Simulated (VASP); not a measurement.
Rh: single point with PBE

The system is Rh.

```
CELL_PARAMETERS angstrom
0.00000 1.89785 1.89785
1.89785 0.00000 1.89785
1.89785 1.89785 0.00000
ATOMIC_POSITIONS crystal
Rh 0.00000 0.00000 0.00000
```

* Program: VASP 6.6.1
* Task: single point
* Functional: PBE
* Potentials or basis: VASP PAW PBE potentials, release 64 (Rh_pv)
* Cutoff: 520 eV
* k mesh: 12 × 12 × 12
* Occupations: gaussian, width 0.017 eV
* Spin: no spin polarisation

* Pressure: 7.4 GPa

Levels at points of the mesh, in eV from the Fermi level:
| k point | band 5 | band 6 | band 7 | band 8 | band 9 | band 10 |
| --- | --- | --- | --- | --- | --- | --- |
| (0.00, 0.00, 0.00) | -3.17 | -3.17 | -3.17 | -1.07 | -1.07 | 15.94 |
| (0.50, 0.00, 0.00) | -3.25 | -3.25 | 0.51 | 0.51 | 0.67 | 8.64 |
| (0.50, 0.50, 0.00) | -6.06 | 0.48 | 0.93 | 0.93 | 3.22 | 12.29 |

It took 20 s on 1 thread of Intel Xeon 8259CL, with other jobs on the host, peak memory 0.13 GiB.
